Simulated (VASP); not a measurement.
# LiAlO (P4/nmm) in VASP: further runs

The runs below take LiAlO through relaxation of cell and atoms, single point, with PBE.

All numbers are computed with VASP 6.6.1; they aren't measurements. Logs are shortened: lines on timing, memory, paths and dates and some standing lists are left out, and cuts for length are marked.

### 1 The cell of the first run

Symmetry: P4/nmm, No. 129, tetragonal system. Conventional cell: a = 3.871 Å, b = 3.871 Å, c = 4.621 Å, α = 90.00°, β = 90.00°, γ = 90.00°. Li (site symmetry -4m2) has 4 Al at 2.29 Å and 4 O at 2.55 Å and 4 Li at 2.74 Å within 3.0 Å. Within 2.3 Å of Al (site symmetry 4mm) lie 1 O at 1.74 Å and 4 Li at 2.29 Å. O (site symmetry 4mm) has 1 Al at 1.74 Å within 2.3 Å.

### 2 Relaxation of cell and atoms, PBE

File INCAR:

```
  PREC = Accurate
  ENCUT = 600
  EDIFF = 1E-6
  ISMEAR = 0
  SIGMA = 0.1
  LREAL = False
  LASPH = True
  NELM = 80
  ALGO = Normal
  ISIF = 3
  LWAVE = False
  LCHARG = False
  GGA = PE
  IBRION = 2
  NSW = 90
  EDIFFG = -0.04
```

File KPOINTS:

```
regular mesh
0
Gamma
  4 4 4
```

File POSCAR:

```
LiAlO
1.0
    3.8706203200      0.0000000000      0.0000000000
    0.0000000000      3.8706203200      0.0000000000
    0.0000000000      0.0000000000      4.6209684800
Li Al O
2 2 2
Direct
    0.0000000000      0.0000000000      0.0000000000
    0.5000000000      0.5000000000      0.0000000000
    0.5000000000      0.0000000000      0.7353112500
    0.0000000000      0.5000000000      0.2646887500
    0.5000000000      0.0000000000      0.3594277600
    0.0000000000      0.5000000000      0.6405722400
```

Potentials or basis: VASP PAW PBE potentials, release 64 (Li_sv, Al, O).

Run with:

```console
cat potpaw_PBE.64/Li_sv/POTCAR potpaw_PBE.64/Al/POTCAR potpaw_PBE.64/O/POTCAR > POTCAR
mpirun -np 1 vasp_std > vasp.out
```

OUTCAR:

```text
PREC = Accurate
   ENCUT = 600
   EDIFF = 1E-6
   ISMEAR = 0
   LREAL = False
   LASPH = True
   NELM = 80
   ISIF = 3
   GGA = PE
   IBRION = 2
   NSW = 90
   EDIFFG = -0.04

 ion  position               nearest neighbor table
   1  0.000  0.000  0.000-   3 2.29   4 2.29   4 2.29   3 2.29
   2  0.500  0.500  0.000-   3 2.29   4 2.29   3 2.29   4 2.29
   3  0.500  0.000  0.735-   5 1.74   2 2.29   1 2.29   2 2.29   1 2.29
   4  0.000  0.500  0.265-   6 1.74   2 2.29   1 2.29   1 2.29   2 2.29
   5  0.500  0.000  0.359-   3 1.74
   6  0.000  0.500  0.641-   4 1.74

  LATTYP: Found a simple tetragonal cell.
 ALAT       =     3.8706203200
 C/A-ratio  =     1.1938573402

  Lattice vectors:

 A1 = (   3.8706203200,   0.0000000000,   0.0000000000)
 A2 = (   0.0000000000,   3.8706203200,   0.0000000000)
 A3 = (   0.0000000000,   0.0000000000,   4.6209684800)

Analysis of symmetry for initial positions (statically):
=====================================================================
 Subroutine PRICEL returns:
 Original cell was already a primitive cell.

 Routine SETGRP: Setting up the symmetry group for a
 simple tetragonal supercell.

 Subroutine GETGRP returns: Found 16 space group operations
 (whereof  8 operations were pure point group operations)
 out of a pool of 16 trial point group operations.

The static configuration has the point symmetry D_2d.
 The point group associated with its full space group is D_4h.

Analysis of symmetry for dynamics (positions and initial velocities):
=====================================================================
 Subroutine PRICEL returns:
 Original cell was already a primitive cell.

 Routine SETGRP: Setting up the symmetry group for a
 simple tetragonal supercell.

 Subroutine GETGRP returns: Found 16 space group operations
 (whereof  8 operations were pure point group operations)
 out of a pool of 16 trial point group operations.

The dynamic configuration has the point symmetry D_2d.
 The point group associated with its full space group is D_4h.

 Subroutine INISYM returns: Found 16 space group operations
 (whereof  8 operations are pure point group operations),
 and found     1 'primitive' translations

----------------------------------------------------------------------------------------

                                     Primitive cell

  volume of cell :      69.2300

  direct lattice vectors                    reciprocal lattice vectors
     3.870620320  0.000000000  0.000000000     0.258356521  0.000000000  0.000000000
     0.000000000  3.870620320  0.000000000     0.000000000  0.258356521  0.000000000
     0.000000000  0.000000000  4.620968480     0.000000000  0.000000000  0.216404852

  length of vectors
     3.870620320  3.870620320  4.620968480     0.258356521  0.258356521  0.216404852

  position of ions in fractional coordinates (direct lattice)
     0.000000000  0.000000000  0.000000000
     0.500000000  0.500000000  0.000000000
     0.500000000  0.000000000  0.735311250
     0.000000000  0.500000000  0.264688750
     0.500000000  0.000000000  0.359427760
     0.000000000  0.500000000  0.640572240

  ion indices of the primitive-cell ions
   primitive index   ion index
                 1           1
                 2           2
                 3           3
                 4           4
                 5           5
                 6           6

----------------------------------------------------------------------------------------

 KPOINTS: regular mesh

Automatic generation of k-mesh.
 Grid dimensions read from file:
 generate k-points for:    4    4    4

 Generating k-lattice:

  Cartesian coordinates                     Fractional coordinates (reciprocal lattice)
     0.064589130  0.000000000  0.000000000     0.250000000  0.000000000  0.000000000
     0.000000000  0.064589130  0.000000000     0.000000000  0.250000000  0.000000000
     0.000000000  0.000000000  0.054101213     0.000000000  0.000000000  0.250000000

  Length of vectors
     0.064589130  0.064589130  0.054101213

  Shift w.r.t. Gamma in fractional coordinates (k-lattice)
     0.000000000  0.000000000  0.000000000

 Subroutine IBZKPT returns following result:
 ===========================================

 Found     18 irreducible k-points:

 Following reciprocal coordinates:
            Coordinates               Weight
  0.000000  0.000000  0.000000      1.000000
  0.250000  0.000000  0.000000      4.000000
  0.500000  0.000000  0.000000      2.000000
  0.250000  0.250000  0.000000      4.000000
  0.500000  0.250000  0.000000      4.000000
  0.500000  0.500000  0.000000      1.000000
[... 10 lines left out ...]
  0.500000  0.250000  0.500000      4.000000
  0.500000  0.500000  0.500000      1.000000
   k-points           NKPTS =     18   k-points in BZ     NKDIM =     18   number of bands    NBANDS=     16
   number of dos      NEDOS =    301   number of ions     NIONS =      6
   total plane-waves  NPLWV =  40960
   dimension x,y,z NGX =    32 NGY =   32 NGZ =   40
   dimension x,y,z NGXF=    64 NGYF=   64 NGZF=   80
   ions per type =               2   2   2
   NGX,Y,Z   is equivalent  to a cutoff of  13.74, 13.74, 14.39 a.u.
   NGXF,Y,Z  is equivalent  to a cutoff of  27.49, 27.49, 28.78 a.u.
 SYSTEM =  unknown system
   PREC   = accura    normal or accurate (medium, high low for compatibility)
   ISTART =      0    job   : 0-new  1-cont  2-samecut
   ICHARG =      2    charge: 1-file 2-atom 10-const
   ISPIN  =      1    spin polarized calculation?
   LNONCOLLINEAR =      F non collinear calculations
   LSORBIT =      F    spin-orbit coupling
   LASPH  =      T    aspherical Exc in radial PAW
   ENCUT  =  600.0 eV  44.10 Ry    6.64 a.u.   7.73  7.73  9.23*2*pi/ulx,y,z
   NELM   =     80;   NELMIN=  2; NELMDL= -5     # of ELM steps
   EDIFF  = 0.1E-05   stopping-criterion for ELM
   LREAL  =      F    real-space projection
   EDIFFG = -.4E-01   stopping-criterion for IOM
   NSW    =     90    number of steps for IOM
   IBRION =      2    ionic relax: 0-MD 1-quasi-New 2-CG
   NFREE  =      1    steps in history (QN), initial steepest desc. (CG)
   ISIF   =      3    stress and relaxation
   ISYM   =      2    0-nonsym 1-usesym 2-fastsym
   POTIM  = 0.5000    time-step for ionic-motion
   TEBEG  =    0.0;   TEEND  =   0.0 temperature during run
   PSTRESS=    0.0 pullay stress
   NELECT =      24.0000    total number of electrons
   NUPDOWN=      -1.0000    fix difference up-down
   EMIN   =  10.00;   EMAX   =-10.00  energy-range for DOS
   EFERMI =   0.00;   METHOD = LEGACY
   ISMEAR =     0;   SIGMA  =   0.10  broadening in eV -4-tet -1-fermi 0-gaus
   EFERMI_NEDOS =   21; number of points for ismear=-14 and -15
   IALGO  =     38    algorithm
   IMIX   =      4    mixing-type and parameters
     AMIX     =   0.40;   BMIX     =  1.00
     AMIX_MAG =   1.60;   BMIX_MAG =  1.00
  volume/ion in A,a.u.               =      11.54        77.86
  Fermi-wavevector in a.u.,A,eV,Ry     =   1.150042  2.173265 17.995032  1.322598
  Thomas-Fermi vector in A             =   2.286709
   LORBIT       =      0    0 simple, 1 ext, 2 COOP (PROOUT), +10 PAW based schemes
   GGA     = PE    functional components
   LHFCALC =     F    Hartree Fock is set to
   AEXX    =    0.0000 exact exchange contribution
   IVDW    =     0    specifies the selected vdW correction
   LEPSILON=     F    determine dielectric tensor
   LRPA    =     F    only Hartree local field effects (RPA)
 conjugate gradient relaxation of ions
 non-spin polarized calculation
 Gauss-broadening in eV      SIGMA  =   0.10
  energy-cutoff  :      600.00
  volume of cell :       69.23
 maximum number of plane-waves:      2338
 NGX is ok and might be reduce to    32
   NGX = 15   NGY = 15   NGZ = 19

--------------------------------------- Ionic step        1  -------------------------------------------

 number of electron      23.9999986 magnetization

 Free energy of the ion-electron system (eV)
  ---------------------------------------------------
  ext. energy  EPLUGINS =         0.00000000
  ---------------------------------------------------
  free energy    TOTEN  =       -23.68530565 eV

  energy without entropy =      -23.68530541  energy(sigma->0) =      -23.68530553

------------------------ aborting loop because EDIFF is reached ----------------------------------------

  FORCE on cell =-STRESS in cart. coord.  units (eV):
  Direction    XX          YY          ZZ          XY          YZ          ZX
  --------------------------------------------------------------------------------------
  -------------------------------------------------------------------------------------
  Total        4.3955727      4.3955727     12.8772858      0.0000000     -0.0000000      0.0000000
  in kB      101.7259841    101.7259841    298.0168138      0.0000000     -0.0000000      0.0000000
  external PRESSURE =     167.1562606 kB  Pullay stress =       0.0000000 kB
[... 101 lines left out ...]
  FREE ENERGIE OF THE ION-ELECTRON SYSTEM (eV)
  ---------------------------------------------------
  free  energy   TOTEN  =       -26.4918924857 eV

  energy  without entropy=      -26.4918924857  energy(sigma->0) =      -26.49189249

 E-fermi :   5.4871     XC(G=0):  -9.9098

 val. band max:        5.0083874586   @ k =   0.5000   0.0000   0.0000
 cond. band min:       6.9085353287   @ k =   0.5000   0.0000   0.0000
 fundamental gap:      1.9001478701
 Fermi energy:         5.4870826492

 k-point     1 :       0.0000    0.0000    0.0000
  band No.  band energies     occupation
      1     -40.4074      2.00000
      2     -40.3009      2.00000
      3     -14.1596      2.00000
      4     -13.1919      2.00000
      5      -0.6493      2.00000
      6      -0.3503      2.00000
[... 8 lines left out ...]
     15      10.2368      0.00000
     16      10.2368      0.00000
[... 306 lines left out ...]
  band No.  band energies     occupation
      1     -40.3515      2.00000
      2     -40.3515      2.00000
      3     -13.3871      2.00000
      4     -13.3871      2.00000
      5      -1.3912      2.00000
      6      -1.3912      2.00000
[... 8 lines left out ...]
     15       9.4175      0.00000
     16       9.4175      0.00000

[... ionic steps 4 to 19 ...]

--------------------------------------- Ionic step       20  -------------------------------------------

 number of electron      23.9999984 magnetization

------------------------ aborting loop because EDIFF is reached ----------------------------------------

  FORCE on cell =-STRESS in cart. coord.  units (eV):
  Direction    XX          YY          ZZ          XY          YZ          ZX
  --------------------------------------------------------------------------------------
  -------------------------------------------------------------------------------------
  Total        0.0872938      0.0872938     -0.3108261      0.0000000      0.0000000      0.0000000
  in kB        2.0970666      2.0970666     -7.4669999      0.0000000      0.0000000      0.0000000
  external PRESSURE =      -1.0909556 kB  Pullay stress =       0.0000000 kB
[... 65 lines left out ...]
  energy  without entropy=      -27.8033521423  energy(sigma->0) =      -27.80335214

--------------------------------------- Ionic step       22  -------------------------------------------

 number of electron      23.9999982 magnetization

 Free energy of the ion-electron system (eV)
  ---------------------------------------------------
  ext. energy  EPLUGINS =         0.00000000
  ---------------------------------------------------
  free energy    TOTEN  =       -27.80336925 eV

  energy without entropy =      -27.80336925  energy(sigma->0) =      -27.80336925

 E-fermi :   6.0008     XC(G=0): -10.0871

 val. band max:        5.4482487126   @ k =   0.2500   0.2500   0.0000
 cond. band min:       7.5922020997   @ k =   0.5000   0.0000   0.0000
 fundamental gap:      2.1439533871
 Fermi energy:         6.0008060922

 k-point     1 :       0.0000    0.0000    0.0000
  band No.  band energies     occupation
      1     -39.9889      2.00000
      2     -39.7695      2.00000
      3     -14.5050      2.00000
      4     -12.8163      2.00000
      5      -0.7440      2.00000
      6      -0.4425      2.00000
[... 8 lines left out ...]
     15      11.3641      0.00000
     16      11.3641      0.00000
[... 354 lines left out ...]
  FREE ENERGIE OF THE ION-ELECTRON SYSTEM (eV)
  ---------------------------------------------------
  free  energy   TOTEN  =       -27.8033692513 eV

  energy  without entropy=      -27.8033692513  energy(sigma->0) =      -27.80336925

 reached required accuracy - stopping structural energy minimisation
```

Run time: 3.8 min. Hardware: 1 thread of Intel Xeon Platinum 8375C at 2.90GHz (Ice Lake), shared host; peak memory 0.2 GiB.

Results:

```yaml
Free_energy: -27.8034 eV
Relaxed_volume: 11.11 Å³/atom
Relaxed_cell: a = 3.245 Å, b = 3.245 Å, c = 6.333 Å, α = 90.00°, β = 90.00°, γ = 90.00°
Space_group_after_relaxing_to_0.05_Å: P4/nmm (No. 129)
Energy_gained_by_relaxing: 686.3 meV/atom
Ionic_steps: 22
Pressure_after_relaxing: 0.4 GPa
Largest_force_after_relaxing: 0.040 eV/Å
Band_gap_on_the_k_mesh: 2.14 eV, indirect (least direct gap 2.60 eV)
```

Forces in eV/Å, atoms in the order of the input:
```
Li   0.000  0.000  0.000
Li   0.000  0.000  0.000
Al   0.000  0.000  0.028
Al   0.000  0.000 -0.028
O    0.000  0.000  0.040
O    0.000  0.000 -0.040
```

Step by step:
```
step  energy change (eV)  largest force (eV/Å)  pressure (GPa)  volume (Å³)
   1              0.0000                3.8564           16.72        69.23
   2             -2.2929                2.8025            0.19        81.89
   3             -2.8066                2.1270           -5.42        90.60
   4             -2.8396                1.9852           -6.49        92.89
   5             -2.8370                3.5506            4.88        87.60
   6             -3.1061                0.9102           -1.66        90.03
   7             -3.3506                0.4673           -2.46        85.77
   8             -3.3926                0.6361           -2.58        83.60
   9             -3.4919                0.5136           -1.48        79.93
  10             -3.5976                0.6661            1.43        73.56
  11             -3.6040                0.7537            3.22        70.90
  12             -3.6605                0.8787            3.01        69.94
  13             -3.7809                1.0469            3.01        67.03
  14             -3.5468                2.9441            5.97        60.96
  15             -3.7958                1.2870            3.22        65.99
  16             -3.9026                1.1527            2.79        65.84
  17             -4.0611                0.8173            2.01        65.23
  18             -4.1024                0.4713            0.92        65.95
  19             -4.1163                0.1699           -0.07        66.66
  20             -4.1164                0.1790           -0.11        66.69
  21             -4.1180                0.0444            0.47        66.69
  22             -4.1181                0.0399            0.42        66.69
```

Final structure:
```xyz
6
Lattice="3.2449 0.0000 0.0000 0.0000 3.2449 0.0000 0.0000 0.0000 6.3335" Properties=species:S:1:pos:R:3 pbc="T T T"
Li    0.0000    0.0000    0.0000
Li    1.6224    1.6224    0.0000
Al    1.6224    0.0000    4.2164
Al    0.0000    1.6224    2.1171
O     1.6224    0.0000    2.4024
O     0.0000    1.6224    3.9311
```

Caveat: the cutoff is under 1.25 times the usual one of these potentials, so pressure, stress and relaxed cells hold a basis-set (Pulay) error. A k mesh can miss the band edges.

### 3 Single point, PBE

This run uses another cell than the first one, of 11.21 Å³/atom, 0.972 times its volume.

File INCAR:

```
PREC = Accurate
ENCUT = 520
EDIFF = 1E-6
ISMEAR = 0
SIGMA = 0.02
LREAL = F
LASPH = T
NELM = 100
ALGO = Normal
ISIF = 2
LWAVE = F
LCHARG = T
GGA = PE
LELF = T
LVHAR = T
NBANDS = 21
```

File KPOINTS:

```
Automatic mesh
0
Gamma
  10 10 4
```

File POSCAR:

```
LiAlO
1.0
    3.1185144203      0.0000000000      0.0000000000
    0.0000000000      3.1185144203      0.0000000000
    0.0000000000      0.0000000000      6.9164381889
Li Al O
2 2 2
Direct
    0.0000000000      0.0000000000      0.0000000000
    0.5000000000      0.5000000000      0.0000000000
    0.5000000000      0.0000000000      0.6625058357
    0.0000000000      0.5000000000      0.3374941643
    0.5000000000      0.0000000000      0.3925183695
    0.0000000000      0.5000000000      0.6074816305
```

Potentials or basis: VASP PAW PBE potentials, release 64 (Li_sv, Al, O).

Run with:

```console
cat potpaw_PBE.64/Li_sv/POTCAR potpaw_PBE.64/Al/POTCAR potpaw_PBE.64/O/POTCAR > POTCAR
mpirun -np 1 vasp_std > vasp.out
```

It took 49 s on 1 thread of Intel Xeon Platinum 8375C at 2.90GHz (Ice Lake), shared host; peak memory 0.22 GiB.

Results (log left out):

| Item | Value |
| --- | --- |
| Free energy | -28.1962 eV |
| Largest force | 0.013 eV/Å |
| Band gap on the k mesh | 1.52 eV, indirect (least direct gap 1.77 eV) |

Forces in eV/Å, atoms in the order of the input:
```
Li   0.000  0.000  0.000
Li   0.000  0.000  0.000
Al   0.000  0.000  0.013
Al   0.000  0.000 -0.013
O    0.000  0.000  0.000
O    0.000  0.000  0.000
```

Levels at points of the mesh, in eV from the valence-band top:
```tsv
k point	band 9	band 10	band 11	band 12	band 13	band 14	band 15	band 16
(0.00, 0.00, 0.00)	-3.14	-3.04	-3.04	-0.61	2.29	5.02	5.52	6.52
(0.50, 0.00, 0.00)	-3.85	-3.85	-0.67	-0.67	1.75	1.75	5.63	5.63
(0.50, 0.50, 0.00)	-4.61	-4.61	-0.58	-0.58	4.10	4.10	4.10	4.10
(0.00, 0.00, 0.50)	-3.05	-3.05	-2.59	-1.70	3.66	4.23	5.42	6.48
(0.50, 0.00, 0.50)	-3.85	-3.85	-0.86	-0.86	2.10	2.10	4.81	4.81
(0.50, 0.50, 0.50)	-4.60	-4.60	-0.25	-0.25	3.19	3.19	3.98	3.98
```

Caveat: the cutoff is under 1.25 times the usual one of these potentials, so pressure, stress and relaxed cells hold a basis-set (Pulay) error.

(Continued in part 2 of 2.)
